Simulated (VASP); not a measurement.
A run of VASP 6.6.1:

File INCAR:

```
SYSTEM = CaS
  ALGO = Normal
  EDIFF = 1E-6
  ENCUT = 500
  GGA = PE
  GGA_COMPAT = .False.
  ISIF = 2
  ISMEAR = 0
  LASPH = .True.
  LCHARG = .False.
  LREAL = .False.
  LWAVE = .False.
  NBANDS = 15
  NELM = 120
  PREC = Accurate
  SIGMA = 0.05
```

Contents of KPOINTS:

```
k-points
0
Gamma
  8 8 8
  0 0 0
```

POSCAR

```
CaS
1.0
    0.0000000000      2.8430011916      2.8430011916
    2.8430011916      0.0000000000      2.8430011916
    2.8430011916      2.8430011916      0.0000000000
Ca S
1 1
Direct
    0.5000000000      0.5000000000      0.5000000000
    0.0000000000      0.0000000000      0.0000000000
```

Potentials or basis: VASP PAW PBE potentials, release 64 (Ca_sv, S).

Run with:

```bash
$ cat potpaw_PBE.64/Ca_sv/POTCAR potpaw_PBE.64/S/POTCAR > POTCAR
$ mpirun -np 1 vasp_std > vasp.out
```

Hardware: 1 thread of Intel(R) Xeon(R) Platinum 8259CL CPU @ 2.50GHz (Skylake/Cascade Lake) (shared host).

Q: Estimate the wall time of this run.

A: Run time: 16 s on 1 thread of Intel(R) Xeon(R) Platinum 8259CL CPU @ 2.50GHz (Skylake/Cascade Lake) (shared host), peak memory 0.17 GiB. Counts: scf iterations 12, k points 29.
